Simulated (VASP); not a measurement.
# Pd (Im-3m) in VASP: a series of runs

Pd is run at these levels: PBE, r2SCAN; tasks: single point.

Everything below comes from runs of VASP 6.6.1. Logs are shortened: lines on timing, memory, paths and dates and some standing lists are left out, and cuts for length are marked.

## 1. The cell of the first run

It takes space group Im-3m (No. 229, cubic). The conventional cell has a = 3.036 Å, b = 3.036 Å, c = 3.036 Å, α = 90.00°, β = 90.00°, γ = 90.00°. Pd (site symmetry m-3m) has 14 Pd at 2.63 to 3.04 Å within 3.5 Å.

## 2. Single point, PBE

The input, INCAR:

```
SYSTEM = Pd
ALGO = Fast
EDIFF = 1E-7
ENCUT = 520
GGA = PE
ISIF = 2
ISMEAR = 0
LASPH = .TRUE.
LCHARG = .FALSE.
LREAL = .FALSE.
LWAVE = .FALSE.
NBANDS = 11
NELM = 60
PREC = Accurate
SIGMA = 0.05
```

The input, KPOINTS:

```
k-points
0
G
  16 16 16
  0 0 0
```

The input, POSCAR:

```
Pd
1.0
   -1.5180206151      1.5180206151      1.5180206151
    1.5180206151     -1.5180206151      1.5180206151
    1.5180206151      1.5180206151     -1.5180206151
Pd
1
Direct
    0.0000000000      0.0000000000      0.0000000000
```

Potentials or basis: VASP PAW PBE potentials, release 64 (Pd).

On the command line:

```
$ cat potpaw_PBE.64/Pd/POTCAR > POTCAR
$ mpirun -np 1 vasp_std > vasp.out
```

OUTCAR:

```text
SYSTEM = Pd
   EDIFF = 1E-7
   ENCUT = 520
   GGA = PE
   ISIF = 2
   ISMEAR = 0
   LASPH = .TRUE.
   LREAL = .FALSE.
   NELM = 60
   PREC = Accurate

 ion  position               nearest neighbor table
   1  0.000  0.000  0.000-

  LATTYP: Found a body centered cubic cell.
 ALAT       =     3.0360412302

  Lattice vectors:

 A1 = (  -1.5180206151,   1.5180206151,   1.5180206151)
 A2 = (   1.5180206151,  -1.5180206151,   1.5180206151)
 A3 = (   1.5180206151,   1.5180206151,  -1.5180206151)

Analysis of symmetry for initial positions (statically):
=====================================================================
 Subroutine PRICEL returns:
 Original cell was already a primitive cell.

 Routine SETGRP: Setting up the symmetry group for a
 body centered cubic supercell.

 Subroutine GETGRP returns: Found 48 space group operations
 (whereof 48 operations were pure point group operations)
 out of a pool of 48 trial point group operations.

The static configuration has the point symmetry O_h .

Analysis of symmetry for dynamics (positions and initial velocities):
=====================================================================
 Subroutine PRICEL returns:
 Original cell was already a primitive cell.

 Routine SETGRP: Setting up the symmetry group for a
 body centered cubic supercell.

 Subroutine GETGRP returns: Found 48 space group operations
 (whereof 48 operations were pure point group operations)
 out of a pool of 48 trial point group operations.

The dynamic configuration has the point symmetry O_h .

 Subroutine INISYM returns: Found 48 space group operations
 (whereof 48 operations are pure point group operations),
 and found     1 'primitive' translations

----------------------------------------------------------------------------------------

                                     Primitive cell

  volume of cell :      13.9924

  direct lattice vectors                    reciprocal lattice vectors
    -1.518020615  1.518020615  1.518020615     0.000000000  0.329376291  0.329376291
     1.518020615 -1.518020615  1.518020615     0.329376291  0.000000000  0.329376291
     1.518020615  1.518020615 -1.518020615     0.329376291  0.329376291  0.000000000

  length of vectors
     2.629288832  2.629288832  2.629288832     0.465808418  0.465808418  0.465808418

  position of ions in fractional coordinates (direct lattice)
[... 77 lines left out ...]
   EDIFF  = 0.1E-06   stopping-criterion for ELM
   LREAL  =      F    real-space projection
   EDIFFG = 0.1E-05   stopping-criterion for IOM
   NSW    =      0    number of steps for IOM
   IBRION =     -1    ionic relax: 0-MD 1-quasi-New 2-CG
   NFREE  =      0    steps in history (QN), initial steepest desc. (CG)
   ISIF   =      2    stress and relaxation
   ISYM   =      2    0-nonsym 1-usesym 2-fastsym
   POTIM  = 0.5000    time-step for ionic-motion
   TEBEG  =    0.0;   TEEND  =   0.0 temperature during run
   PSTRESS=    0.0 pullay stress
   NELECT =      10.0000    total number of electrons
   NUPDOWN=      -1.0000    fix difference up-down
   EMIN   =  10.00;   EMAX   =-10.00  energy-range for DOS
   EFERMI =   0.00;   METHOD = LEGACY
   ISMEAR =     0;   SIGMA  =   0.05  broadening in eV -4-tet -1-fermi 0-gaus
   EFERMI_NEDOS =   21; number of points for ismear=-14 and -15
   IALGO  =     68    algorithm
   IMIX   =      4    mixing-type and parameters
     AMIX     =   0.40;   BMIX     =  1.00
     AMIX_MAG =   1.60;   BMIX_MAG =  1.00
  volume/ion in A,a.u.               =      13.99        94.43
  Fermi-wavevector in a.u.,A,eV,Ry     =   1.463672  2.765939 29.148256  2.142336
  Thomas-Fermi vector in A             =   2.579739
   LORBIT       =      0    0 simple, 1 ext, 2 COOP (PROOUT), +10 PAW based schemes
   GGA     = PE    functional components
   LHFCALC =     F    Hartree Fock is set to
   AEXX    =    0.0000 exact exchange contribution
   IVDW    =     0    specifies the selected vdW correction
   LEPSILON=     F    determine dielectric tensor
   LRPA    =     F    only Hartree local field effects (RPA)
 non-spin polarized calculation
 RMM-DIIS sequential band-by-band and
 Gauss-broadening in eV      SIGMA  =   0.05
  energy-cutoff  :      520.00
  volume of cell :       13.99
 maximum number of plane-waves:       387
   NGX =  9   NGY =  9   NGZ =  9

 number of electron      10.0000000 magnetization

 number of electron       9.9999997 magnetization

 Free energy of the ion-electron system (eV)
  ---------------------------------------------------
  ext. energy  EPLUGINS =         0.00000000
  ---------------------------------------------------
  free energy    TOTEN  =        -5.08703855 eV

  energy without entropy =       -5.08525377  energy(sigma->0) =       -5.08614616

 E-fermi :  10.7156     XC(G=0): -13.5085

 val. band max:       10.7143866257   @ k =  -0.4375  -0.4375   0.2500
 cond. band min:      10.7168535285   @ k =  -0.3750   0.5000   0.2500
 fundamental gap:      0.0024669028
 Fermi energy:        10.7156433954

 k-point     1 :       0.0000    0.0000    0.0000
  band No.  band energies     occupation
      1       3.1532      2.00000
      2       7.4958      2.00000
      3       7.4958      2.00000
      4       7.4958      2.00000
      5       9.6533      2.00000
      6       9.6533      2.00000
      7      30.1872      0.00000
      8      30.1872      0.00000
      9      30.1872      0.00000
     10      37.0021      0.00000
     11      39.3871      0.00000
[... 309 lines left out ...]
 k-point    24 :       0.2500    0.1875    0.0000
  band No.  band energies     occupation
      1       5.8140      2.00000
      2       6.6425      2.00000
      3       7.6688      2.00000
      4       9.2794      2.00000
      5      10.0442      2.00000
      6      12.3629      0.00000
      7      23.4210      0.00000
      8      25.0169      0.00000
      9      29.4279      0.00000
     10      33.6707      0.00000
     11      37.7633      0.00000

 [... further k-points ...]
[... 5 lines left out ...]
  --------------------------------------------------------------------------------------
  -------------------------------------------------------------------------------------
  Total        1.8344412      1.8344412      1.8344412     -0.0000000     -0.0000000      0.0000000
  in kB      210.0493624    210.0493624    210.0493624     -0.0000000     -0.0000000      0.0000000
  external PRESSURE =     210.0493624 kB  Pullay stress =       0.0000000 kB

 VOLUME and BASIS-vectors are now :
 -----------------------------------------------------------------------------
  energy-cutoff  :      520.00
  volume of cell :       13.99
      direct lattice vectors                 reciprocal lattice vectors
    -1.518020615  1.518020615  1.518020615     0.000000000  0.329376291  0.329376291
     1.518020615 -1.518020615  1.518020615     0.329376291  0.000000000  0.329376291
     1.518020615  1.518020615 -1.518020615     0.329376291  0.329376291  0.000000000

 POSITION                                       TOTAL-FORCE (eV/Angst)
 -----------------------------------------------------------------------------------
      0.00000      0.00000      0.00000        -0.000000     -0.000000      0.000000
 -----------------------------------------------------------------------------------
    total drift:                                0.000000     -0.000000      0.000000

  FREE ENERGIE OF THE ION-ELECTRON SYSTEM (eV)
  ---------------------------------------------------
  free  energy   TOTEN  =        -5.0870385493 eV

  energy  without entropy=       -5.0852537704  energy(sigma->0) =       -5.08614616
```

stdout:

```text
POSCAR found type information on POSCAR Pd
 POSCAR found :  1 types and       1 ions
 scaLAPACK will be used
 LDA part: xc-table for (Slater+PW92), standard interpolation
 POSCAR, INCAR and KPOINTS ok, starting setup
 FFT: planning ... GRIDC
 FFT: planning ... GRID_SOFT
 FFT: planning ... GRID
 WAVECAR not read
 entering main loop
```

It took 32 s on 1 thread of Intel Xeon 8259CL, shared host; peak memory 0.14 GiB.

Results:

```
Free energy            : -5.0870 eV
Pressure               : 21.0 GPa
Band gap on the k mesh : zero (band 5 reaches 11.39 eV, above the bottom of band 6 at 9.54 eV)
```

Levels at points of the mesh, in eV from the Fermi level:
| k point | band 1 | band 2 | band 3 | band 4 | band 5 | band 6 | band 7 | band 8 | band 9 | band 10 |
| --- | --- | --- | --- | --- | --- | --- | --- | --- | --- | --- |
| (0.00, 0.00, 0.00) | -7.56 | -3.22 | -3.22 | -3.22 | -1.06 | -1.06 | 19.47 | 19.47 | 19.47 | 26.29 |
| (0.50, 0.00, 0.00) | -5.76 | -4.54 | -1.13 | -0.79 | 0.68 | 1.29 | 8.43 | 15.25 | 18.44 | 25.25 |
| (0.50, 0.50, 0.50) | -5.74 | -5.74 | 0.25 | 0.25 | 0.25 | 9.45 | 9.45 | 9.45 | 18.37 | 18.37 |

## 3. Single point, PBE

This run uses another cell than the first one, of 15.55 Å³/atom, 1.111 times its volume.

The input, INCAR:

```
SYSTEM = Pd
PREC     = Accurate       ! precision mode
ENCUT    = 520            ! plane-wave cutoff, eV
EDIFF    = 1E-6           ! SCF threshold, eV
ISMEAR   = 0              ! smearing method
SIGMA    = 0.05           ! smearing width, eV
LREAL    = .False.        ! projectors in reciprocal space
LASPH    = .True.         ! aspherical terms in the spheres
NELM     = 80             ! most SCF steps
ALGO     = Normal         ! electronic algorithm
ISIF     = 2              ! what is computed and relaxed
LWAVE    = .False.        ! write WAVECAR
LCHARG   = .False.        ! write CHGCAR
GGA      = PE             ! functional
NBANDS   = 11             ! bands
```

The input, KPOINTS:

```
Automatic mesh
0
Gamma
  16 16 16
  0 0 0
```

The input, POSCAR:

```
Pd
1.0
   -1.5722810000      1.5722810000      1.5722810000
    1.5722810000     -1.5722810000      1.5722810000
    1.5722810000      1.5722810000     -1.5722810000
Pd
1
Direct
    0.0000000000      0.0000000000      0.0000000000
```

Potentials or basis: VASP PAW PBE potentials, release 64 (Pd).

On the command line:

```
$ cat potpaw_PBE.64/Pd/POTCAR > POTCAR
$ mpirun -np 1 vasp_std > vasp.out
```

Wall time 27 s (1 thread of Intel Xeon 8259CL, shared host); peak memory 0.14 GiB.

The run converged. Its results:

| Item | Value |
| --- | --- |
| Free energy | -5.1722 eV |
| Pressure | -1.2 GPa |
| Band gap on the k mesh | zero (band 5 reaches 9.49 eV, above the bottom of band 6 at 7.95 eV) |

Levels at points of the mesh, in eV from the Fermi level:
| k point | band 3 | band 4 | band 5 | band 6 | band 7 | band 8 |
| --- | --- | --- | --- | --- | --- | --- |
| (0.00, 0.00, 0.00) | -2.73 | -2.73 | -0.89 | -0.89 | 19.26 | 19.26 |
| (0.50, 0.00, 0.00) | -0.96 | -0.67 | 0.55 | 1.49 | 7.53 | 15.01 |
| (0.50, 0.50, 0.50) | 0.20 | 0.20 | 0.20 | 9.05 | 9.05 | 9.05 |

## 4. Single point, r2SCAN

This run uses another cell than the first one, of 15.55 Å³/atom, 1.111 times its volume.

POSCAR is that of step 3.

The input, INCAR.step1:

```
SYSTEM = Pd
ALGO = Normal ; EDIFF = 1E-4
ENCUT = 520 ; GGA = PE
ISMEAR = 0 ; LASPH = .TRUE.
LCHARG = .FALSE. ; LREAL = .FALSE.
LWAVE = .TRUE. ; NBANDS = 11
NELM = 60 ; PREC = Accurate
SIGMA = 0.05
```

The input, INCAR.step2:

```
SYSTEM = Pd
ALGO = Normal ; EDIFF = 1E-7
ENCUT = 520 ; ISIF = 2
ISMEAR = 0 ; ISTART = 1
LASPH = .TRUE. ; LCHARG = .FALSE.
LMIXTAU = .TRUE. ; LREAL = .FALSE.
LWAVE = .FALSE. ; METAGGA = R2SCAN
NBANDS = 11 ; NELM = 60
PREC = Accurate ; SIGMA = 0.05
```

The input, KPOINTS:

```
k-points
0
G
  16 16 16
  0 0 0
```

On the command line:

```
$ cat potpaw_PBE.64/Pd/POTCAR > POTCAR
$ cp INCAR.step1 INCAR
$ mpirun -np 1 vasp_std > vasp.out
$ cp INCAR.step2 INCAR
$ mpirun -np 1 vasp_std > vasp.out
```

Run time: 2.3 min. Hardware: 1 thread of Intel Xeon 8259CL, shared host; peak memory 0.15 GiB.

Results (log left out):

```yaml
Free_energy: -22.8986 eV
Pressure: -4.9 GPa
Band_gap_on_the_k_mesh: zero (band 5 reaches 9.35 eV, above the bottom of band 6 at 7.71 eV)
```

Levels at points of the mesh, in eV from the Fermi level:
```
           k point  band 1  band 2  band 3  band 4  band 5  band 6  band 7  band 8  band 9  band 10
(0.00, 0.00, 0.00)   -6.78   -2.82   -2.82   -2.82   -0.97   -0.97   20.20   20.20   20.20    22.80
(0.50, 0.00, 0.00)   -5.04   -3.96   -1.03   -0.76    0.57    1.76    7.91   15.78   18.19    22.76
(0.50, 0.50, 0.50)   -5.01   -5.01    0.20    0.20    0.20    9.59    9.59    9.59   17.63    17.79
```

Caveat: the PAW data sets were made with another functional, which shifts forces and pressure a little.

## 5. Summary

| level | cell | gap on the mesh (eV) | pressure (GPa) |
| --- | --- | --- | --- |
| PBE | a = 2.629 Å, angles 109.5°, 1 atom | none | 21.0 |
| PBE | a = 2.723 Å, angles 109.5°, 1 atom | none | -1.2 |
| r2SCAN | a = 2.723 Å, angles 109.5°, 1 atom | none | -4.9 |

Alike in all rows: task single point; potentials or basis VASP PAW PBE potentials, release 64 (Pd); no spin polarisation; k mesh 16 × 16 × 16; cutoff (eV) 520; smearing gaussian 0.05 eV.

Caveats: the PAW data sets were made with another functional, which shifts forces and pressure a little (some runs).

Absolute energies hang on the potentials; compare differences alone.
